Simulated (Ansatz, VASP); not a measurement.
## GaN in VASP and in Ansatz

```
Ga N
1.0
     3.11508    0.00000    0.00000
    -1.55754    2.69774    0.00000
     0.00000    0.00000    5.06054
Ga N
2 2
Cartesian
  0.0000 1.7985 0.0000
  1.5575 0.8992 2.5303
  0.0000 1.7985 1.8977
  1.5575 0.8992 4.4280
```

Alike in both runs: task single point; functional PBE; k mesh 12 × 12 × 4; no spin polarisation.

|  | VASP | Ansatz |
| --- | --- | --- |
| version | VASP 6.6.1 | Ansatz 0.2.0 |
| potentials or method | VASP PAW PBE potentials, release 64 (Ga_d, N), cutoff 520 eV | plane waves, PAW |
| occupations | gaussian, width 0.01 eV | fixed |
| valence electrons in the cell | 36 | 36 |

```csv
,VASP,Ansatz,Ansatz less VASP
pressure (GPa),21.6,21.7,+0.04
"traceless stress, the component that is largest in VASP (GPa)",1.86,1.84,-0.022
```
